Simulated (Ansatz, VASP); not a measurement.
# One calculation of Ir, two programs

INCAR

```
ALGO = Fast
EDIFF = 1E-7
ENCUT = 520
GGA = CA
ISIF = 2
ISMEAR = 0
LASPH = True
LCHARG = False
LREAL = False
LWAVE = False
NBANDS = 10
NELM = 60
PREC = Accurate
SIGMA = 0.15
```

Contents of KPOINTS:

```
k-points
0
Gamma
  22 22 22
```

Contents of POSCAR:

```
Ir
1.0
    0.0000000000      1.9549076471      1.9549076471
    1.9549076471      0.0000000000      1.9549076471
    1.9549076471      1.9549076471      0.0000000000
Ir
1
Direct
    0.0000000000      0.0000000000      0.0000000000
```

Input for Ansatz:

```yaml
crystal:
  lattice:
    - [0.0, 1.9549076471, 1.9549076471]
    - [1.9549076471, 0.0, 1.9549076471]
    - [1.9549076471, 1.9549076471, 0.0]
  atoms:
    - { symbol: Ir, position: [0.0, 0.0, 0.0] }
basis:
  ecutwfc: 420
kpoints:
  mp_grid: { grid: [22, 22, 22] }
hamiltonian:
  xc: lda
scf:
  occupations: { method: gaussian, width: 0.15 }
output:
  forces: true
  stress: true
  eigenvalues: true
  write_density: true
  write_potential: true
  elf: true
  volumetric_format: npy
```

Alike in both runs: task single point; functional LDA; k mesh 22 × 22 × 22; occupations gaussian, width 0.15 eV; no spin polarisation.

```csv
,VASP,Ansatz
version,VASP 6.6.1,Ansatz 0.2.0
potentials or method,"VASP PAW LDA potentials, release 64 (Ir), cutoff 520 eV","scalar-relativistic, plane waves, PAW"
valence electrons in the cell,9,17
```

Ansatz gave:

* gap on the k mesh at the Fermi level (eV): none
* pressure (GPa): -25.5

Q: Estimate VASP's values.

A: gap on the k mesh at the Fermi level (eV): none; pressure (GPa): -23.7.

LDA's correlation is that of Perdew and Zunger in VASP and of Perdew and Wang (1992) in Ansatz. A gap of «none» marks a metal or a gap that the smearing closes. VASP's potentials hold 9 valence electrons a cell and Ansatz's 17, so a difference there can come from the potentials and not from the codes.

Spin-orbit coupling is off throughout.
